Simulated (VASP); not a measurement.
# PbS (P4/nmm) in VASP: notebook

Aim: see how the results for PbS move with the level of theory and the settings. Levels: PBE, RPBE. Tasks: single point.

Program: VASP 6.6.1. These are calculated values, not measurements. Logs are shortened: lines on timing, memory, paths and dates and some standing lists are left out, and cuts for length are marked.

### 1 The cell of the first run

It takes space group P4/nmm (No. 129, tetragonal). The conventional cell has a = 4.290 Å, b = 4.290 Å, c = 6.069 Å, α = 90.00°, β = 90.00°, γ = 90.00°. Pb (site symmetry 4mm) has 6 S at 3.02 to 3.05 Å within 4.0 Å. S (site symmetry 4mm) has 6 Pb at 3.02 to 3.05 Å within 4.0 Å.

### 2 Single point, PBE (volume scaled by 1.03, then relaxed in part)

INCAR

```
SYSTEM = PbS
ALGO = Normal
EDIFF = 1E-7
ENCUT = 520
GGA = PE
ISIF = 2
ISMEAR = 0
LASPH = .True.
LCHARG = .False.
LREAL = .False.
LWAVE = .False.
NBANDS = 28
NELM = 100
PREC = Accurate
SIGMA = 0.02
```

KPOINTS

```
k-points
0
Gamma
  8 8 6
  0 0 0
```

POSCAR

```
PbS
1.0
    4.2901160841      0.0000000000      0.0000000000
    0.0000000000      4.2901160841      0.0000000000
    0.0000000000      0.0000000000      6.0685996716
Pb S
2 2
Direct
    0.5000000000      0.0000000000      0.7488913845
    0.0000000000      0.5000000000      0.2511086155
    0.5000000000      0.0000000000      0.2514106328
    0.0000000000      0.5000000000      0.7485893672
```

Potentials or basis: VASP PAW PBE potentials, release 64 (Pb_d, S).

Run with:

```bash
cat potpaw_PBE.64/Pb_d/POTCAR potpaw_PBE.64/S/POTCAR > POTCAR
mpirun -np 1 vasp_std > vasp.out
```

OUTCAR:

```text
SYSTEM = PbS
   EDIFF = 1E-7
   ENCUT = 520
   GGA = PE
   ISIF = 2
   ISMEAR = 0
   LASPH = .True.
   LREAL = .False.
   NELM = 100
   PREC = Accurate

 ion  position               nearest neighbor table
   1  0.500  0.000  0.749-   3 3.02   4 3.03   4 3.03   4 3.03   4 3.03   3 3.05
   2  0.000  0.500  0.251-   4 3.02   3 3.03   3 3.03   3 3.03   3 3.03   4 3.05
   3  0.500  0.000  0.251-   1 3.02   2 3.03   2 3.03   2 3.03   2 3.03   1 3.05
   4  0.000  0.500  0.749-   2 3.02   1 3.03   1 3.03   1 3.03   1 3.03   2 3.05

  LATTYP: Found a simple tetragonal cell.
 ALAT       =     4.2901160841
 C/A-ratio  =     1.4145537213

  Lattice vectors:

 A1 = (   4.2901160841,   0.0000000000,   0.0000000000)
 A2 = (   0.0000000000,   4.2901160841,   0.0000000000)
 A3 = (   0.0000000000,   0.0000000000,   6.0685996716)

Analysis of symmetry for initial positions (statically):
=====================================================================
 Subroutine PRICEL returns:
 Original cell was already a primitive cell.

 Routine SETGRP: Setting up the symmetry group for a
 simple tetragonal supercell.

 Subroutine GETGRP returns: Found 16 space group operations
 (whereof  8 operations were pure point group operations)
 out of a pool of 16 trial point group operations.

The static configuration has the point symmetry D_2d.
 The point group associated with its full space group is D_4h.

Analysis of symmetry for dynamics (positions and initial velocities):
=====================================================================
 Subroutine PRICEL returns:
 Original cell was already a primitive cell.

 Routine SETGRP: Setting up the symmetry group for a
 simple tetragonal supercell.

 Subroutine GETGRP returns: Found 16 space group operations
 (whereof  8 operations were pure point group operations)
 out of a pool of 16 trial point group operations.

The dynamic configuration has the point symmetry D_2d.
 The point group associated with its full space group is D_4h.

 Subroutine INISYM returns: Found 16 space group operations
 (whereof  8 operations are pure point group operations),
 and found     1 'primitive' translations

----------------------------------------------------------------------------------------

                                     Primitive cell

  volume of cell :     111.6932

  direct lattice vectors                    reciprocal lattice vectors
     4.290116084  0.000000000  0.000000000     0.233093926  0.000000000  0.000000000
     0.000000000  4.290116084  0.000000000     0.000000000  0.233093926  0.000000000
     0.000000000  0.000000000  6.068599672     0.000000000  0.000000000  0.164782661

  length of vectors
     4.290116084  4.290116084  6.068599672     0.233093926  0.233093926  0.164782661

  position of ions in fractional coordinates (direct lattice)
     0.500000000  0.000000000  0.748891384
     0.000000000  0.500000000  0.251108616
     0.500000000  0.000000000  0.251410633
     0.000000000  0.500000000  0.748589367

  ion indices of the primitive-cell ions
   primitive index   ion index
                 1           1
                 2           2
                 3           3
                 4           4

----------------------------------------------------------------------------------------

 KPOINTS: k-points

Automatic generation of k-mesh.
 Grid dimensions read from file:
 generate k-points for:    8    8    6

 Generating k-lattice:

  Cartesian coordinates                     Fractional coordinates (reciprocal lattice)
     0.029136741  0.000000000  0.000000000     0.125000000  0.000000000  0.000000000
     0.000000000  0.029136741  0.000000000     0.000000000  0.125000000  0.000000000
     0.000000000  0.000000000  0.027463777     0.000000000  0.000000000  0.166666667

  Length of vectors
     0.029136741  0.029136741  0.027463777

  Shift w.r.t. Gamma in fractional coordinates (k-lattice)
     0.000000000  0.000000000  0.000000000

 Subroutine IBZKPT returns following result:
 ===========================================

 Found     60 irreducible k-points:

 Following reciprocal coordinates:
            Coordinates               Weight
  0.000000  0.000000  0.000000      1.000000
  0.125000  0.000000  0.000000      4.000000
  0.250000  0.000000  0.000000      4.000000
  0.375000  0.000000  0.000000      4.000000
  0.500000  0.000000  0.000000      2.000000
  0.125000  0.125000  0.000000      4.000000
[... 16 lines left out ...]
  0.375000  0.125000  0.166667     16.000000
  0.500000  0.125000  0.166667      8.000000
 [... further k-points ...]
   k-points           NKPTS =     60   k-points in BZ     NKDIM =     60   number of bands    NBANDS=     28
   number of dos      NEDOS =    301   number of ions     NIONS =      4
   total plane-waves  NPLWV =  49152
   dimension x,y,z NGX =    32 NGY =   32 NGZ =   48
   dimension x,y,z NGXF=    64 NGYF=   64 NGZF=   96
   ions per type =               2   2
   NGX,Y,Z   is equivalent  to a cutoff of  12.40, 12.40, 13.15 a.u.
   NGXF,Y,Z  is equivalent  to a cutoff of  24.80, 24.80, 26.30 a.u.
 SYSTEM =  PbS
   PREC   = accura    normal or accurate (medium, high low for compatibility)
   ISTART =      0    job   : 0-new  1-cont  2-samecut
   ICHARG =      2    charge: 1-file 2-atom 10-const
   ISPIN  =      1    spin polarized calculation?
   LNONCOLLINEAR =      F non collinear calculations
   LSORBIT =      F    spin-orbit coupling
   LASPH  =      T    aspherical Exc in radial PAW
   ENCUT  =  520.0 eV  38.22 Ry    6.18 a.u.   7.98  7.98 11.28*2*pi/ulx,y,z
   NELM   =    100;   NELMIN=  2; NELMDL= -5     # of ELM steps
   EDIFF  = 0.1E-06   stopping-criterion for ELM
   LREAL  =      F    real-space projection
   EDIFFG = 0.1E-05   stopping-criterion for IOM
   NSW    =      0    number of steps for IOM
   IBRION =     -1    ionic relax: 0-MD 1-quasi-New 2-CG
   NFREE  =      0    steps in history (QN), initial steepest desc. (CG)
   ISIF   =      2    stress and relaxation
   ISYM   =      2    0-nonsym 1-usesym 2-fastsym
   POTIM  = 0.5000    time-step for ionic-motion
   TEBEG  =    0.0;   TEEND  =   0.0 temperature during run
   PSTRESS=    0.0 pullay stress
   NELECT =      40.0000    total number of electrons
   NUPDOWN=      -1.0000    fix difference up-down
   EMIN   =  10.00;   EMAX   =-10.00  energy-range for DOS
   EFERMI =   0.00;   METHOD = LEGACY
   ISMEAR =     0;   SIGMA  =   0.02  broadening in eV -4-tet -1-fermi 0-gaus
   EFERMI_NEDOS =   21; number of points for ismear=-14 and -15
   IALGO  =     38    algorithm
   IMIX   =      4    mixing-type and parameters
     AMIX     =   0.40;   BMIX     =  1.00
     AMIX_MAG =   1.60;   BMIX_MAG =  1.00
  volume/ion in A,a.u.               =      27.92       188.44
  Fermi-wavevector in a.u.,A,eV,Ry     =   1.162571  2.196940 18.389229  1.351570
  Thomas-Fermi vector in A             =   2.299130
   LORBIT       =      0    0 simple, 1 ext, 2 COOP (PROOUT), +10 PAW based schemes
   GGA     = PE    functional components
   LHFCALC =     F    Hartree Fock is set to
   AEXX    =    0.0000 exact exchange contribution
   IVDW    =     0    specifies the selected vdW correction
   LEPSILON=     F    determine dielectric tensor
   LRPA    =     F    only Hartree local field effects (RPA)
 non-spin polarized calculation
 Gauss-broadening in eV      SIGMA  =   0.02
  energy-cutoff  :      520.00
  volume of cell :      111.69
 maximum number of plane-waves:      3080
 NGX is ok and might be reduce to    32
   NGX = 15   NGY = 15   NGZ = 23

 number of electron      40.0000017 magnetization

 Free energy of the ion-electron system (eV)
  ---------------------------------------------------
  ext. energy  EPLUGINS =         0.00000000
  ---------------------------------------------------
  free energy    TOTEN  =       -17.52405613 eV

  energy without entropy =      -17.52405613  energy(sigma->0) =      -17.52405613

 E-fermi :   5.0375     XC(G=0):  -9.3656

 val. band max:        4.8935867715   @ k =   0.5000   0.0000   0.5000
 cond. band min:       5.4855275857   @ k =   0.5000   0.0000   0.5000
 fundamental gap:      0.5919408143
 Fermi energy:         5.0375472357

 k-point     1 :       0.0000    0.0000    0.0000
  band No.  band energies     occupation
      1     -11.8617      2.00000
      2     -11.7916      2.00000
      3     -11.7728      2.00000
      4     -11.7728      2.00000
      5     -11.7727      2.00000
      6     -11.7550      2.00000
[... 20 lines left out ...]
     27      10.3839      0.00000
     28      11.8530      0.00000

 k-point     2 :       0.1250    0.0000    0.0000
  band No.  band energies     occupation
      1     -11.8538      2.00000
      2     -11.7869      2.00000
      3     -11.7727      2.00000
      4     -11.7709      2.00000
      5     -11.7699      2.00000
      6     -11.7571      2.00000
[... 20 lines left out ...]
     27      10.4039      0.00000
     28      11.7820      0.00000

 k-point     3 :       0.2500    0.0000    0.0000
  band No.  band energies     occupation
      1     -11.8339      2.00000
      2     -11.7743      2.00000
      3     -11.7718      2.00000
      4     -11.7687      2.00000
      5     -11.7655      2.00000
      6     -11.7625      2.00000
[... 20 lines left out ...]
     27      11.2316      0.00000
     28      12.0273      0.00000

 k-point     4 :       0.3750    0.0000    0.0000
  band No.  band energies     occupation
      1     -11.8104      2.00000
      2     -11.7758      2.00000
      3     -11.7685      2.00000
      4     -11.7668      2.00000
      5     -11.7596      2.00000
      6     -11.7584      2.00000
[... 578 lines left out ...]
     27      11.1886      0.00000
     28      11.9115      0.00000

 k-point    23 :       0.3750    0.1250    0.1667
  band No.  band energies     occupation
      1     -11.8095      2.00000
      2     -11.7876      2.00000
      3     -11.7725      2.00000
      4     -11.7670      2.00000
      5     -11.7649      2.00000
      6     -11.7560      2.00000
[... 20 lines left out ...]
     27      11.3838      0.00000
     28      12.9686      0.00000

 k-point    24 :       0.5000    0.1250    0.1667
  band No.  band energies     occupation
      1     -11.7981      2.00000
      2     -11.7981      2.00000
      3     -11.7697      2.00000
      4     -11.7697      2.00000
      5     -11.7640      2.00000
      6     -11.7640      2.00000
[... 20 lines left out ...]
     27      12.0639      0.00000
     28      12.0639      0.00000

 [... further k-points ...]
[... 5 lines left out ...]
  --------------------------------------------------------------------------------------
  -------------------------------------------------------------------------------------
  Total       -1.0534685     -1.0534685     -1.0479110      0.0000000     -0.0000000      0.0000000
  in kB      -15.1114302    -15.1114302    -15.0317099      0.0000000     -0.0000000      0.0000000
  external PRESSURE =     -15.0848568 kB  Pullay stress =       0.0000000 kB

 VOLUME and BASIS-vectors are now :
 -----------------------------------------------------------------------------
  energy-cutoff  :      520.00
  volume of cell :      111.69
      direct lattice vectors                 reciprocal lattice vectors
     4.290116084  0.000000000  0.000000000     0.233093926  0.000000000  0.000000000
     0.000000000  4.290116084  0.000000000     0.000000000  0.233093926  0.000000000
     0.000000000  0.000000000  6.068599672     0.000000000  0.000000000  0.164782661

 POSITION                                       TOTAL-FORCE (eV/Angst)
 -----------------------------------------------------------------------------------
      2.14506      0.00000      4.54472        -0.000000      0.000000      0.001577
      0.00000      2.14506      1.52388         0.000000      0.000000     -0.001577
      2.14506      0.00000      1.52571        -0.000000     -0.000000     -0.001559
      0.00000      2.14506      4.54289         0.000000      0.000000      0.001559
 -----------------------------------------------------------------------------------
    total drift:                                0.000000      0.000000     -0.000000

  FREE ENERGIE OF THE ION-ELECTRON SYSTEM (eV)
  ---------------------------------------------------
  free  energy   TOTEN  =       -17.5240561317 eV

  energy  without entropy=      -17.5240561317  energy(sigma->0) =      -17.52405613
```

Run time: 77 s. Hardware: 1 thread of Intel Xeon Platinum 8488C (Sapphire Rapids), shared host; peak memory 0.31 GiB.

What came out:

```yaml
Free_energy: -17.5241 eV
Pressure: -1.5 GPa
Band_gap_on_the_k_mesh: 0.59 eV
```

Caveat: spin-orbit coupling is left out, which moves the levels of the heavy elements.

(Part 1 of 2 ends here.)
